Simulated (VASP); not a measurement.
A run of VASP 6.6.1 is set up as follows.

INCAR

```
PREC = Accurate
ENCUT = 520
EDIFF = 1E-8
ISMEAR = 0
SIGMA = 0.01
LREAL = False
LASPH = True
NELM = 80
ALGO = Normal
ISIF = 2
LWAVE = False
LCHARG = False
GGA = PE
NBANDS = 26
IBRION = 8
NSW = 1
LEPSILON = True
```

File KPOINTS:

```
Automatic mesh
0
Gamma
  12 12 6
```

File POSCAR:

```
GaN
1.0
    3.1733086185      0.0000000000      0.0000000000
   -1.5866543092      2.7481658777      0.0000000000
    0.0000000000      0.0000000000      5.1699942632
Ga N
2 2
Direct
    0.3333333333      0.6666666667     -0.0007953834
    0.6666666667      0.3333333333      0.4992046166
    0.3333333333      0.6666666667      0.3757953834
    0.6666666667      0.3333333333      0.8757953834
```

Potentials or basis: VASP PAW PBE potentials, release 64 (Ga_d, N).

Command:

```bash
$ cat potpaw_PBE.64/Ga_d/POTCAR potpaw_PBE.64/N/POTCAR > POTCAR
$ mpirun -np 1 vasp_std > vasp.out
```

(1) Predict the electronic dielectric tensor (diagonal).

(2) Predict the Born charges (mean of the diagonal).

(3) Predict the highest phonon frequency at Γ, LO-TO splitting left out.

## Answers

(1) 5.67, 5.67, 5.86.

(2) Ga +2.66; N -2.66 e.

(3) 691 cm⁻¹.

Caveat: the cell wasn't relaxed at this level first, which shifts response properties.
